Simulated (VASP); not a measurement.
# BaTiO3 in VASP: notebook, part 2 of 2

VASP 6.6.1. Earlier steps stand in the parts before.

## Step 3: Single point, LDA+U

This run uses another cell than the first one, of 12.30 Å³/atom.

INCAR

```
ALGO = Normal ; EDIFF = 1E-6
ENCUT = 600 ; GGA_COMPAT = False
ISIF = 2 ; ISMEAR = -1
KPAR = 4 ; LASPH = True
LCHARG = False ; LDAU = True
LDAUJ = 0 0 0 ; LDAUL = -1 2 -1
LDAUPRINT = 1 ; LDAUTYPE = 2
LDAUU = 0 5 0 ; LMAXMIX = 4
LREAL = False ; LWAVE = False
NBANDS = 51 ; NELM = 200
PREC = Accurate ; SIGMA = 0.05
```

KPOINTS

```
k-points
0
Gamma
  7 7 4
```

POSCAR

```
BaTiO3
1.0
   -3.9465623220     -0.0001377780      0.0000178748
   -0.0000791264     -0.0001119267     -3.9472520307
   -0.0002714114     -7.8943005615      0.0000559177
Ba Ti O
2 2 6
Direct
   -0.0000004962      1.0000104607      0.4999973655
    0.0000024903      1.0000277820     -0.0000026209
    0.5000216386      0.4999964639      0.2499898369
    0.4999892948      0.5001170628      0.7499887951
    0.4999807150      0.0000013236      0.2499893830
    0.5000002218     -0.0000739256      0.7499961335
    0.5000086744      0.4999851512      0.5000057132
    0.5000091823      0.4999753893      0.0000063448
    0.9999801220      0.5000036267      0.2500182562
    0.0000081670      0.4999566653      0.7500107825
```

Potentials or basis: VASP PAW LDA potentials, release 64 (Ba_sv, Ti_sv, O).

The run is started by

```sh
$ cat potpaw_LDA.64/Ba_sv/POTCAR potpaw_LDA.64/Ti_sv/POTCAR potpaw_LDA.64/O/POTCAR > POTCAR
$ mpirun -np 4 vasp_std > vasp.out
```

OUTCAR:

```text
EDIFF = 1E-6
   ENCUT = 600
   ISIF = 2
   ISMEAR = -1
   LASPH = True
   LREAL = False
   NELM = 200
   PREC = Accurate

 ion  position               nearest neighbor table
   1  1.000  0.000  0.500-   6 2.79   5 2.79   7 2.79   7 2.79   9 2.79   6 2.79   7 2.79   7 2.79
                             9 2.79   5 2.79  10 2.79  10 2.79   4 3.42   4 3.42   3 3.42   3 3.42
   2  0.000  0.000  1.000-   8 2.79   6 2.79   5 2.79   8 2.79  10 2.79   5 2.79   6 2.79   8 2.79
                             8 2.79   9 2.79  10 2.79   9 2.79   4 3.42   3 3.42   3 3.42   4 3.42
   3  0.500  0.500  0.250-   9 1.97   8 1.97   9 1.97   5 1.97   5 1.97   7 1.97   2 3.42   2 3.42
                             1 3.42   1 3.42   1 3.42   2 3.42   2 3.42   1 3.42
   4  0.500  0.500  0.750-   6 1.97  10 1.97  10 1.97   7 1.97   8 1.97   6 1.97   1 3.42   1 3.42
                             2 3.42   2 3.42   2 3.42   1 3.42   1 3.42   2 3.42
   5  0.500  0.000  0.250-   3 1.97   3 1.97   1 2.79   2 2.79   2 2.79   1 2.79
   6  0.500  1.000  0.750-   4 1.97   4 1.97   1 2.79   2 2.79   1 2.79   2 2.79
   7  0.500  0.500  0.500-   4 1.97   3 1.97   1 2.79   1 2.79   1 2.79   1 2.79
   8  0.500  0.500  0.000-   3 1.97   4 1.97   2 2.79   2 2.79   2 2.79   2 2.79
   9  1.000  0.500  0.250-   3 1.97   3 1.97   1 2.79   1 2.79   2 2.79   2 2.79
  10  0.000  0.500  0.750-   4 1.97   4 1.97   2 2.79   1 2.79   2 2.79   1 2.79
[... 285 lines left out ...]
      3     -29.6367      2.00000
      4     -29.5815      2.00000
      5     -29.5814      2.00000
      6     -29.5814      2.00000
[... 1285 lines left out ...]
     50      11.0708      0.00000
     51      12.0904      0.00000

 [... further k-points ...]
[... 5 lines left out ...]
  --------------------------------------------------------------------------------------
  -------------------------------------------------------------------------------------
  Total        3.9191098      3.8889049      3.8844778     -0.0071854     -0.0022128     -0.0016101
  in kB       51.0587916     50.6652782     50.6076006     -0.0936126     -0.0288288     -0.0209773
  external PRESSURE =      50.7772235 kB  Pullay stress =       0.0000000 kB

 VOLUME and BASIS-vectors are now :
 -----------------------------------------------------------------------------
  energy-cutoff  :      600.00
  volume of cell :      122.98
      direct lattice vectors                 reciprocal lattice vectors
    -3.946562322 -0.000137778  0.000017875    -0.253385078  0.000008712  0.000005079
    -0.000079126 -0.000111927 -3.947252031    -0.000001147 -0.000001794 -0.253340803
    -0.000271411 -7.894300561  0.000055918     0.000004422 -0.126673667  0.000003592

 POSITION                                       TOTAL-FORCE (eV/Angst)
 -----------------------------------------------------------------------------------
     -3.94670     -3.94727      0.00000        -0.000067      0.000074     -0.000248
     -0.00028     -7.89428     -0.00005         0.000014      0.000047      0.000292
     -1.97347     -1.97362     -1.97359         0.000994     -0.000707     -0.000403
     -1.97348     -5.92076     -1.97404        -0.000509     -0.000942      0.004747
     -1.97327     -1.97356      0.00002        -0.000154     -0.000573      0.000317
     -1.97356     -5.92088     -3.94691        -0.000063     -0.000186     -0.004299
     -1.97349     -3.94732     -1.97353         0.000258      0.000593      0.000060
     -1.97336     -0.00017     -1.97352         0.000259      0.000728     -0.000263
     -3.94659     -1.97391     -1.97361        -0.001134      0.000660      0.000006
     -0.00028     -5.92087     -1.97341         0.000402      0.000307     -0.000208
 -----------------------------------------------------------------------------------
    total drift:                               -0.000004      0.000016     -0.000010

  FREE ENERGIE OF THE ION-ELECTRON SYSTEM (eV)
  ---------------------------------------------------
  free  energy   TOTEN  =       -81.4737731721 eV

  energy  without entropy=      -81.4737731721  energy(sigma->0) =      -81.47377317
```

stdout:

```text
POSCAR found type information on POSCAR BaTiO
 POSCAR found :  3 types and      10 ions
 scaLAPACK will be used
 -----------------------------------------------------------------------------
|                                                                             |
|           W    W    AA    RRRRR   N    N  II  N    N   GGGG   !!!           |
|           W    W   A  A   R    R  NN   N  II  NN   N  G    G  !!!           |
[... 19 lines left out ...]

 LDA part: xc-table for (Slater(with rela. corr.)+CA(PZ))
 , standard interpolation
 POSCAR, INCAR and KPOINTS ok, starting setup
 FFT: planning ... GRIDC
 FFT: planning ... GRID_SOFT
 FFT: planning ... GRID
 WAVECAR not read
 entering main loop
```

Wall time 4.5 min (4 MPI ranks of Intel Xeon Platinum 8375C at 2.90GHz (Ice Lake), shared host); peak memory 0.65 GiB.

What came out:

- Free energy: -81.4738 eV
- Pressure: 5.1 GPa
- Largest force: 0.005 eV/Å
- Band gap on the k mesh: 2.37 eV

Forces in eV/Å, atoms in the order of the input:
```
Ba   0.000  0.000  0.000
Ba   0.000  0.000  0.000
Ti   0.001 -0.001  0.000
Ti  -0.001 -0.001  0.005
O    0.000 -0.001  0.000
O    0.000  0.000 -0.004
O    0.000  0.001  0.000
O    0.000  0.001  0.000
O   -0.001  0.001  0.000
O    0.000  0.000  0.000
```

Levels at points of the mesh, in eV from the valence-band top:
```
           k point  band 38  band 39  band 40  band 41  band 42  band 43
(0.00, 0.00, 0.00)    -0.11    -0.11    -0.11     2.37     2.37     2.37
(0.00, 0.00, 0.50)    -0.47    -0.47    -0.47     2.48     2.48     3.39
```

Eigenvalues of the final occupation matrices:
| site | spin | trace | eigenvalues |
| --- | --- | --- | --- |
| site 3 d | 1 | 0.81 | 0.10 0.10 0.10 0.25 0.25 |
| site 3 d | 2 | 0.81 | 0.10 0.10 0.10 0.25 0.25 |
| site 4 d | 1 | 0.81 | 0.10 0.10 0.10 0.25 0.25 |
| site 4 d | 2 | 0.81 | 0.10 0.10 0.10 0.25 0.25 |

Caveat: the cell stands under pressure; spin-orbit coupling is left out, which moves the levels of the heavy elements. A k mesh can miss the band edges.

## Step 4: Single point, LDA+U

INCAR

```
PREC = Accurate ; ENCUT = 600
EDIFF = 1E-6 ; ISMEAR = -1
SIGMA = 0.05 ; LREAL = False
LASPH = True ; NELM = 200
ALGO = Normal ; ISIF = 2
LWAVE = False ; LCHARG = False
LMAXMIX = 4 ; LDAU = True
LDAUTYPE = 2 ; LDAUL = -1 2 -1
LDAUU = 0 3 0 ; LDAUJ = 0 0 0
LDAUPRINT = 1 ; NBANDS = 51
GGA_COMPAT = False ; KPAR = 4
```

KPOINTS

```
Automatic mesh
0
Gamma
  7 7 4
```

POSCAR

```
BaTiO3
1.0
   -3.9409137080     -0.0001490532      0.0000163952
   -0.0000804335     -0.0000700563     -3.9417549733
   -0.0002627708     -7.8852111811      0.0001508934
Ba Ti O
2 2 6
Direct
    0.0000036413      1.0001848344      0.4994398128
    0.0000037710      1.0001772845     -0.0005607526
    0.4999646849      0.5004939119      0.2484642454
    0.5000491218      0.5005108908      0.7484628588
    0.5000198697     -0.0003293604      0.2505403919
    0.4999797942     -0.0003397870      0.7505342125
    0.4999955324      0.4998232400      0.5010217116
    0.4999952805      0.4998294058      0.0010216648
    1.0000227883      0.4998270822      0.2505372002
   -0.0000344742      0.4998224976      0.7505386446
```

The run is started by

```sh
$ cat potpaw_LDA.64/Ba_sv/POTCAR potpaw_LDA.64/Ti_sv/POTCAR potpaw_LDA.64/O/POTCAR > POTCAR
$ mpirun -np 4 vasp_std > vasp.out
```

Wall time 2.5 min (4 MPI ranks of AMD EPYC 7R13 (Zen 3), shared host); peak memory 0.63 GiB.

The run converged. Its results:

```yaml
Free_energy: -84.1203 eV
Pressure: 4.0 GPa
Largest_force: 0.063 eV/Å
Band_gap_on_the_k_mesh: 2.13 eV
```

Forces in eV/Å, atoms in the order of the input:
```
Ba   0.000 -0.005  0.001
Ba   0.000 -0.005  0.001
Ti  -0.001 -0.062  0.010
Ti   0.001 -0.062  0.010
O    0.000  0.002 -0.010
O    0.000  0.002 -0.011
O    0.000  0.063  0.000
O    0.000  0.063  0.000
O    0.001  0.002  0.000
O   -0.001  0.002  0.000
```

Levels at points of the mesh, in eV from the valence-band top:
```tsv
k point	band 36	band 37	band 38	band 39	band 40	band 41	band 42	band 43	band 44	band 45
(0.00, 0.00, 0.00)	-0.73	-0.73	-0.09	-0.09	-0.09	2.13	2.13	2.13	2.34	4.05
(0.00, 0.00, 0.50)	-1.24	-0.45	-0.45	-0.45	-0.45	2.23	2.23	3.17	3.17	3.17
```

Eigenvalues of the final occupation matrices:
```csv
site,spin,trace,eigenvalues
site 3 d,1,0.85,0.11 0.11 0.11 0.25 0.25
site 3 d,2,0.85,0.11 0.11 0.11 0.25 0.25
site 4 d,1,0.85,0.11 0.11 0.11 0.25 0.25
site 4 d,2,0.85,0.11 0.11 0.11 0.25 0.25
```

Caveat: the cell stands under pressure; spin-orbit coupling is left out, which moves the levels of the heavy elements. A k mesh can miss the band edges.

## Step 5: Summary

| U | cell | gap on the mesh (eV) | pressure (GPa) | largest force (eV/Å) |
| --- | --- | --- | --- | --- |
| Ti d U = 1.0 eV | a = 3.943, b = 3.945, c = 7.889 Å, 10 atoms, atomic positions A | 2.12 | 2.9 | 0.17 |
| Ti d U = 5.0 eV | a = 3.947, b = 3.947, c = 7.894 Å, 10 atoms, atomic positions B | 2.37 | 5.1 | - |
| Ti d U = 3.0 eV | a = 3.941, b = 3.942, c = 7.885 Å, 10 atoms, atomic positions C | 2.13 | 4.0 | 0.06 |

Alike in all rows: task single point; level LDA+U; potentials or basis VASP PAW LDA potentials, release 64 (Ba_sv, Ti_sv, O); no spin polarisation; k mesh 7 × 7 × 4; cutoff (eV) 600; smearing fermi-dirac 0.05 eV.

Caveats: spin-orbit coupling is left out, which moves the levels of the heavy elements; the cell stands under pressure (at least some runs).

Absolute energies hang on the potentials; compare differences alone.
